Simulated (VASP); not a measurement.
Set up this calculation in VASP 6.6.1, as the native input.

```
Task                   : relaxation of cell and atoms
Functional             : PBE
Potentials or basis    : VASP PAW PBE potentials, release 64 (Zn, Sn_d, O)
Cutoff                 : 600 eV
k mesh                 : 6 × 6 × 2
Occupations            : gaussian, width 0.1 eV
Spin                   : no spin polarisation
Dipole correction      : no
Further INCAR settings : ALGO = Normal; EDIFF = 1e-06; IBRION = 2; EDIFFG = -0.04; NSW = 90; ISIF = 3
```

The structure of Zn2SnO3 lies in POSCAR:

```
Zn2SnO3
1.0
    3.7444783200      0.0000000000      0.0000000000
   -1.8722391600      3.2428133500      0.0000000000
    0.0000000000      0.0000000000      8.5564857900
Zn Sn O
2 1 3
Direct
    0.3333333300      0.6666666700      0.0000000000
    0.6666666700      0.3333333300      0.0000000000
    0.0000000000      0.0000000000      0.5000000000
    0.0000000000      0.0000000000      0.0000000000
    0.0000000000      0.0000000000      0.2808967200
    0.0000000000      0.0000000000      0.7191032800
```

The cell was built from a structure type or drawn by symmetry, and may not be a known phase.

The input as run:

INCAR

```
ALGO = Normal
EDIFF = 1E-6
EDIFFG = -0.04
ENCUT = 600
GGA = PE
IBRION = 2
ISIF = 3
ISMEAR = 0
LASPH = T
LCHARG = F
LREAL = F
LWAVE = F
NELM = 100
NSW = 90
PREC = Accurate
SIGMA = 0.1
```

KPOINTS

```
k-points
0
Gamma
  6 6 2
```

Potentials or basis: VASP PAW PBE potentials, release 64 (Zn, Sn_d, O).

Run with:

```console
$ cat potpaw_PBE.64/Zn/POTCAR potpaw_PBE.64/Sn_d/POTCAR potpaw_PBE.64/O/POTCAR > POTCAR
$ mpirun -np 1 vasp_std > vasp.out
```

Results of the run:

The relaxed volume is 22.42 Å³/atom. The relaxed cell is a = 4.074 Å, b = 4.074 Å, c = 9.361 Å, α = 90.00°, β = 90.00°, γ = 120.00° and the space group after relaxing (to 0.1 Å) is P6/mmm (No. 191). The energy gained by relaxing is 152.0 meV/atom, the ionic steps are 13 and the pressure after relaxing is 0.0 GPa. The largest force after relaxing is 0.026 eV/Å and the band gap on the k mesh is zero (bands 28 and 29 overlap by 1.32 eV).

Caveat: the k points lie up to 0.34 Å⁻¹ apart in the final cell, too coarse for converged energies and pressures of a metal; the volume moved by over 15 % at a fixed basis, so the end points are rough; spin-orbit coupling is left out, which moves the levels of the heavy elements.

Wall time 21 min on 1 thread of Intel(R) Xeon(R) Platinum 8259CL CPU @ 2.50GHz (Skylake/Cascade Lake), on a shared host, peak memory 0.27 GiB.
